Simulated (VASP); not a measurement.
# SiW8C8Cl4 in VASP: further runs, part 2 of 3

VASP 6.6.1.

## Step 4: Single point, PBE

Input file INCAR:

```
PREC     = Accurate       # precision mode
ENCUT    = 520            # plane-wave cutoff, eV
EDIFF    = 1E-7           # SCF threshold, eV
ISMEAR   = -1             # smearing method
SIGMA    = 0.1            # smearing width, eV
LREAL    = Auto         
LASPH    = True           # aspherical terms in the spheres
NELM     = 60             # most SCF steps
ALGO     = Normal         # electronic algorithm
ISIF     = 2              # what is computed and relaxed
LWAVE    = False          # write WAVECAR
LCHARG   = True           # write CHGCAR
GGA      = PE             # functional
LELF     = True           # ELF
LVHAR    = True         
NBANDS   = 104            # bands
```

Input file KPOINTS:

```
regular mesh
0
Gamma
  2 2 1
```

Input file POSCAR:

```
SiW8C8Cl4
1.0
    5.7800000000      0.0000000000      0.0000000000
   -2.8900000000      5.0056270000      0.0000000000
    0.0000000000      0.0000000000     17.2318000000
W C Si Cl
8 8 1 4
Direct
    0.0000000000      0.0000000000      0.0580322427
   -0.0179349279     -0.0064926931      0.2292679813
   -0.0000013485      0.4999973030      0.0580322427
   -0.0234914090      0.4840552442      0.2314674033
    0.5000000000      0.0000000000      0.0580322427
    0.4596015342     -0.0338419143      0.2358140183
    0.4999986515      0.4999973030      0.0580322427
    0.4545141163      0.4691320388      0.2306433454
    0.3160745780      0.1526681872      0.1458930582
    0.3189084381      0.1413808899      0.3008333430
    0.3327000111      0.6305903336      0.1341067097
    0.2762611426      0.6227991019      0.2990459499
    0.7937605764      0.1212235750      0.1323483327
    0.7941406293      0.1736445804      0.2977634374
    0.8182043317      0.6609761375      0.1410705788
    0.7776457539      0.6494091549      0.2925753549
    0.5547917660      0.5811060233      0.5363397904
    0.1918267656      0.5436881334      0.5386726865
    0.4630189337      0.2011935767      0.4984331294
    0.8015500017      0.8747955051      0.4672988312
    0.6374580096      0.5915942199      0.6537564271
```

Potentials or basis: VASP PAW PBE potentials, release 64 (W_sv, C, Si, Cl).

Started as:

```bash
cat potpaw_PBE.64/W_sv/POTCAR potpaw_PBE.64/C/POTCAR potpaw_PBE.64/Si/POTCAR potpaw_PBE.64/Cl/POTCAR > POTCAR
mpirun -np 1 vasp_std > vasp.out
```

OUTCAR:

```text
PREC = Accurate
   ENCUT = 520
   EDIFF = 1E-7
   ISMEAR = -1
   LREAL = Auto
   LASPH = True
   NELM = 60
   ISIF = 2
   GGA = PE

 ion  position               nearest neighbor table
   1  0.000  0.000  0.058-  13 2.09   9 2.19  15 2.22   3 2.89   7 2.89   5 2.89   5 2.89   7 2.89
                             3 2.89   2 2.95
   2  0.982  0.994  0.229-  16 2.05  10 2.09  14 2.19   9 2.20  15 2.25  13 2.31   8 2.74   6 2.84
                             4 2.85   4 2.93   6 2.95   1 2.95   8 3.04
   3  1.000  0.500  0.058-  11 2.13  15 2.23  13 2.29   1 2.89   5 2.89   7 2.89   7 2.89   5 2.89
                             1 2.89   4 2.99
   4  0.977  0.484  0.231-  12 1.90  14 1.93  16 2.11  15 2.29  11 2.45  13 2.49   6 2.79   8 2.81
                             2 2.85   2 2.93   8 2.97   3 2.99   6 2.99
   5  0.500  0.000  0.058-  13 1.96   9 2.27  11 2.27   7 2.89   3 2.89   1 2.89   1 2.89   3 2.89
                             7 2.89   6 3.07
   6  0.460  0.966  0.236-  10 1.94  14 2.00  12 2.04   9 2.27  11 2.44  13 2.45   4 2.79   2 2.84
                             8 2.86   8 2.92   2 2.95   4 2.99   5 3.07
   7  0.500  0.500  0.058-  11 1.99  15 2.14   9 2.31   5 2.89   1 2.89   3 2.89   3 2.89   1 2.89
[... 228 lines left out ...]
      2     -72.1008      2.00000
      3     -72.0879      2.00000
      4     -72.0447      2.00000
      5     -71.9209      2.00000
      6     -71.8227      2.00000
[... 401 lines left out ...]
     99       4.0975      0.00000
    100       4.1936      0.00000
 [bands above 100 left out]

------------------------ aborting loop because EDIFF is reached ----------------------------------------

  FORCE on cell =-STRESS in cart. coord.  units (eV):
  Direction    XX          YY          ZZ          XY          YZ          ZX
  --------------------------------------------------------------------------------------
  -------------------------------------------------------------------------------------
  Total       14.9595150      8.4241042    -11.1130522      2.1575343      6.3770356      5.5015385
  in kB       48.0740960     27.0718131    -35.7130521      6.9334810     20.4933265     17.6798172
  external PRESSURE =      13.1442857 kB  Pullay stress =       0.0000000 kB

 VOLUME and BASIS-vectors are now :
 -----------------------------------------------------------------------------
  energy-cutoff  :      520.00
  volume of cell :      498.56
      direct lattice vectors                 reciprocal lattice vectors
     5.780000000  0.000000000  0.000000000     0.173010381  0.099887587  0.000000000
    -2.890000000  5.005627000  0.000000000     0.000000000  0.199775173  0.000000000
     0.000000000  0.000000000 17.231800000     0.000000000  0.000000000  0.058032243

 POSITION                                       TOTAL-FORCE (eV/Angst)
 -----------------------------------------------------------------------------------
      0.00000      0.00000      1.00000        -0.111402     -0.821990      1.454185
      2.80510      4.97313      3.95070        -1.548712     -1.800181      0.885649
      4.33500      2.50280      1.00000        -0.555103     -0.499578      1.376264
      4.24530      2.42300      3.98860        -2.115846     -0.745481     -1.345570
      2.89000      0.00000      1.00000        -1.136836     -1.185540      0.933670
     -0.13570      4.83623      4.06350         1.538988      0.818061     -1.805595
[... 13 lines left out ...]
      2.10480      4.37890      8.05240         0.384621      0.233978     -0.121085
      1.97480      2.96130     11.26540         0.404151      0.374347     -0.453073
 -----------------------------------------------------------------------------------
    total drift:                                0.004463      0.001352     -0.001941

  FREE ENERGIE OF THE ION-ELECTRON SYSTEM (eV)
  ---------------------------------------------------
  free  energy   TOTEN  =      -179.4371281268 eV

  energy  without entropy=     -179.2072195554  energy(sigma->0) =     -179.32217384
```

OSZICAR:

```text
N       E                     dE             d eps       ncg     rms          rms(c)
DAV:   1     0.204153164349E+04    0.20415E+04   -0.98525E+04   960   0.163E+03
DAV:   2    -0.482637076257E+02   -0.20898E+04   -0.20400E+04   960   0.469E+02
DAV:   3    -0.199516157792E+03   -0.15125E+03   -0.14631E+03  1032   0.120E+02
DAV:   4    -0.206115676031E+03   -0.65995E+01   -0.65367E+01  1024   0.245E+01
[... 17 lines left out ...]
DAV:  22    -0.179437128476E+03    0.13211E-04   -0.27034E-05  1048   0.312E-02    0.130E-02
DAV:  23    -0.179437127999E+03    0.47725E-06   -0.21429E-05   952   0.187E-02    0.590E-03
DAV:  24    -0.179437128212E+03   -0.21345E-06   -0.47726E-06   880   0.748E-03    0.573E-03
DAV:  25    -0.179437128084E+03    0.12814E-06   -0.85593E-07   808   0.353E-03    0.220E-03
DAV:  26    -0.179437128127E+03   -0.42444E-07   -0.24155E-07   688   0.189E-03
   1 F= -.17943713E+03 E0= -.17932217E+03  d E =-.229909E+00
```

Wall time 8.7 min (1 thread of Intel Xeon Platinum 8559C (Emerald Rapids), shared host); peak memory 0.69 GiB.

Results:

| Item | Value |
| --- | --- |
| Free energy | -179.4371 eV |
| Largest force | 2.987 eV/Å |
| Band gap on the k mesh | zero (bands 88 and 89 overlap by 0.52 eV) |

Forces on the atoms (eV/Å):
```
W   -0.111 -0.822  1.454
W   -1.549 -1.800  0.886
W   -0.555 -0.500  1.376
W   -2.116 -0.745 -1.346
W   -1.137 -1.186  0.934
W    1.539  0.818 -1.806
W    0.497 -1.038  0.959
W    1.857  1.016 -0.507
C    0.366 -0.591 -2.229
C   -1.654  0.173 -0.099
C   -2.520  1.601 -0.082
C    0.771  1.379  0.389
C    1.480  2.216  1.310
C    0.779 -1.210 -0.452
C    0.798 -0.121 -1.318
C    1.567  0.817  0.350
Si  -0.021 -1.845  0.818
Cl  -1.038  0.203 -0.140
Cl   0.259  1.026  0.076
Cl   0.385  0.234 -0.121
Cl   0.404  0.374 -0.453
```

Caveat: the k points lie up to 0.63 Å⁻¹ apart, too coarse for converged energies and pressures of a metal; the atoms stand as in a frame of molecular dynamics; spin-orbit coupling is left out, which moves the levels of the heavy elements.

## Step 5: Single point, PBE

Input file INCAR:

```
SYSTEM = SiW8C8Cl4
  ALGO = Normal
  EDIFF = 1E-6
  ENCUT = 520
  GGA = PE
  ISIF = 2
  ISMEAR = -1
  LASPH = .True.
  LCHARG = .True.
  LELF = .True.
  LREAL = Auto
  LVHAR = .True.
  LWAVE = .False.
  NBANDS = 104
  NELM = 100
  PREC = Accurate
  SIGMA = 0.1
```

Input file KPOINTS:

```
k-points
0
Gamma
  2 2 1
  0 0 0
```

Input file POSCAR:

```
SiW8C8Cl4
1.0
    5.7800000000      0.0000000000      0.0000000000
   -2.8900000000      5.0056270000      0.0000000000
    0.0000000000      0.0000000000     17.2318000000
W C Si Cl
8 8 1 4
Direct
    0.0000000000      0.0000000000      0.0580322427
   -0.0558532888     -0.0473467160      0.2254610662
   -0.0000013485      0.4999973030      0.0580322427
   -0.0439024235      0.4612608970      0.2255074920
    0.5000000000      0.0000000000      0.0580322427
    0.4520189030     -0.0323635780      0.2230875474
    0.4999986515      0.4999973030      0.0580322427
    0.4601131845      0.4606415940      0.2238361634
    0.3137027367      0.1663328091      0.1341647419
    0.2992388116      0.1566437132      0.2833424251
    0.3168557978      0.6563413534      0.1395095115
    0.3420648824      0.6513269966      0.2943743544
    0.8165103810      0.1417404853      0.1265276988
    0.8278872410      0.1384042399      0.2926566000
    0.7965402579      0.6757794778      0.1377395281
    0.7774658332      0.5839628083      0.2924128646
    0.6330626158      0.6304504910      0.5385392124
    0.3051623961      0.6548230621      0.5678629046
    0.5871294906      0.3439129604      0.4646003319
    0.8853972996      0.9840125922      0.4823872143
    0.8343417598      0.6885451113      0.6408674660
```

Started as:

```bash
cat potpaw_PBE.64/W_sv/POTCAR potpaw_PBE.64/C/POTCAR potpaw_PBE.64/Si/POTCAR potpaw_PBE.64/Cl/POTCAR > POTCAR
mpirun -np 1 vasp_std > vasp.out
```

Wall time 8.4 min (1 thread of Intel Xeon Platinum 8559C (Emerald Rapids), shared host); peak memory 0.68 GiB.

The run converged. Its results:

| Item | Value |
| --- | --- |
| Free energy | -178.8534 eV |
| Largest force | 4.748 eV/Å |
| Band gap on the k mesh | zero (bands 88 and 89 overlap by 0.65 eV) |

Forces in eV/Å, atoms in the order of the input:
```
W   -0.124 -0.950 -1.039
W    2.058  1.328  0.893
W   -0.525 -0.042  0.368
W    2.458  0.253 -0.097
W   -1.525 -0.875 -0.858
W    2.421  0.322  2.072
W   -1.173 -0.367 -0.209
W   -0.565  3.255 -1.059
C    0.642 -1.249 -0.775
C    0.116 -4.015  2.532
C   -0.842 -0.151 -1.814
C   -2.293  0.039 -0.935
C   -0.644  1.506  2.636
C   -2.034  0.104 -0.370
C    2.255 -1.779 -1.735
C   -0.218  2.642  0.202
Si  -0.026  1.731 -0.081
Cl   0.187 -0.463 -0.184
Cl  -0.098 -0.390  0.299
Cl  -0.009 -0.265 -0.132
Cl  -0.060 -0.633  0.286
```

Levels at points of the mesh, in eV from the Fermi level:
| k point | band 86 | band 87 | band 88 | band 89 | band 90 | band 91 |
| --- | --- | --- | --- | --- | --- | --- |
| (0.00, 0.00, 0.00) | 0.08 | 0.20 | 0.24 | 0.30 | 1.03 | 1.14 |
| (0.50, 0.00, 0.00) | -1.03 | -0.78 | -0.66 | -0.41 | -0.24 | 0.87 |
| (0.00, 0.50, 0.00) | -1.00 | -0.72 | -0.56 | 0.14 | 0.23 | 0.99 |
| (0.50, 0.50, 0.00) | -0.87 | -0.71 | -0.68 | -0.09 | 0.40 | 0.86 |

Caveat: the k points lie up to 0.63 Å⁻¹ apart, too coarse for converged energies and pressures of a metal; the atoms stand as in a frame of molecular dynamics; spin-orbit coupling is left out, which moves the levels of the heavy elements.

(Continued in part 3 of 3.)
